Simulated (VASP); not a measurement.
Crystal: BN.

```xyz
2
Lattice="0.0000 1.8130 1.8130 1.8130 0.0000 1.8130 1.8130 1.8130 0.0000" Properties=species:S:1:pos:R:3 pbc="T T T"
N     0.9065    0.9065    0.9065
B     0.0000    0.0000    0.0000
```

```yaml
Program: VASP 6.6.1
Task: relaxation of cell and atoms
Functional: LDA
Potentials_or_basis: VASP PAW LDA potentials, release 64 (N, B)
Cutoff: 600 eV
k_mesh: 13 × 13 × 13
Occupations: fermi-dirac, width 0.05 eV
Spin: no spin polarisation
```

At the start: pressure -13.6 GPa; volume 5.96 Å³/atom.

Task: Where does the relaxation end?

Result: Over 3 steps the energy falls by 9.2 meV/atom and the volume is 5.75 Å³/atom (-3.5 %); space group F-43m (No. 216, to 0.05 Å).

Step by step:
| step | energy change (eV) | largest force (eV/Å) | pressure (GPa) | volume (Å³) |
| --- | --- | --- | --- | --- |
| 1 | 0.0000 | 0.0000 | -13.60 | 11.92 |
| 2 | 0.0027 | 0.0000 | 16.35 | 11.07 |
| 3 | -0.0185 | 0.0000 | -0.10 | 11.50 |

Final structure:
```
CELL_PARAMETERS angstrom
0.00000 1.79143 1.79143
1.79143 0.00000 1.79143
1.79143 1.79143 0.00000
ATOMIC_POSITIONS crystal
N 0.25000 0.25000 0.25000
B 0.00000 0.00000 0.00000
```
